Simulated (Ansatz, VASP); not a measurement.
**Na: VASP beside Ansatz**

```
CELL_PARAMETERS angstrom
-1.73582 1.87564 2.60563
1.87564 -1.73582 2.60563
1.83539 1.83539 -2.50607
ATOMIC_POSITIONS crystal
Na 0.00000 0.00000 0.00000
```

Change from the starting cell: equal engineering shear yz, xz and xy +0.0550, equal normal strain along x, y and z +0.0250.

Alike in both runs: task single point; functional LDA; k mesh 18 × 18 × 18; occupations gaussian, width 0.15 eV; no spin polarisation.

|  | VASP | Ansatz |
| --- | --- | --- |
| version | VASP 6.6.1 | Ansatz 0.2.0 |
| potentials or method | VASP PAW LDA potentials, release 64 (Na_pv), cutoff 520 eV | scalar-relativistic, plane waves, PAW |
| valence electrons in the cell | 7 | 9 |

Ansatz gave:

* gap on the k mesh at the Fermi level (eV): none
* pressure (GPa): -0.5
* traceless stress, the component that is largest in VASP (GPa): -0.27

Problem. What did VASP give for the same quantities?

Solution. gap on the k mesh at the Fermi level (eV): none; pressure (GPa): -0.7; traceless stress, the component that is largest in VASP (GPa): -0.27.

LDA's correlation is that of Perdew and Zunger in VASP and of Perdew and Wang (1992) in Ansatz. A gap of «none» marks a metal or a gap that the smearing closes. VASP's potentials hold 7 valence electrons a cell and Ansatz's 9, so a difference there can come from the potentials and not from the codes.
